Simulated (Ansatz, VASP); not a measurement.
# AgCl in VASP and in Ansatz

File INCAR:

```
SYSTEM = AgCl
  PREC = Accurate
  ENCUT = 520
  EDIFF = 1E-8
  ISMEAR = -1
  SIGMA = 0.01
  LREAL = .False.
  LASPH = .True.
  NELM = 60
  ALGO = Normal
  ISIF = 2
  LWAVE = .False.
  LCHARG = .False.
  GGA = PE
  LEFG = .True.
  NBANDS = 16
```

KPOINTS

```
regular mesh
0
Gamma
  9 9 9
  0 0 0
```

The input POSCAR:

```
AgCl
1.0
    3.4567152058      0.0000000000      0.0000000000
    0.0000000000      3.4567152058      0.0000000000
    0.0000000000      0.0000000000      3.4567152058
Ag Cl
1 1
Direct
    0.0000000000      0.0000000000      0.0000000000
    0.5000000000      0.5000000000      0.5000000000
```

Input for Ansatz:

```yaml
crystal:
  lattice:
    - [3.4567152058, 0.0, 0.0]
    - [0.0, 3.4567152058, 0.0]
    - [0.0, 0.0, 3.4567152058]
  atoms:
    - { symbol: Ag, position: [0.0, 0.0, 0.0] }
    - { symbol: Cl, position: [0.5, 0.5, 0.5] }
kpoints:
  mp_grid: { grid: [9, 9, 9] }
scf:
  occupations: { method: fermi_dirac, width: 0.01 }
hamiltonian:
  xc: pbe
  pseudopotentials: { kind: all_electron, datasets: crystal }
output:
  forces: true
  stress: true
  eigenvalues: true
  efg: { contact_densities: true }
```

Change from the starting cell: volume scaled by 1.02, crystal datasets.

Alike in both runs: task electric field gradients; functional PBE; k mesh 9 × 9 × 9; occupations fermi-dirac, width 0.01 eV; no spin polarisation.

|  | VASP | Ansatz |
| --- | --- | --- |
| version | VASP 6.6.1 | Ansatz 0.2.0 |
| potentials or method | VASP PAW PBE potentials, release 64 (Ag, Cl), cutoff 520 eV | all-electron PAW with datasets made for the crystal, scalar-relativistic |

VASP gave:

- gap on the k mesh at the Fermi level (eV): 0.60
- pressure (GPa): -1.1

Problem. Which values does Ansatz return?

Solution. gap on the k mesh at the Fermi level (eV): 0.60; pressure (GPa): -1.0.

Ansatz ran all-electron here, and VASP with PAW potentials.
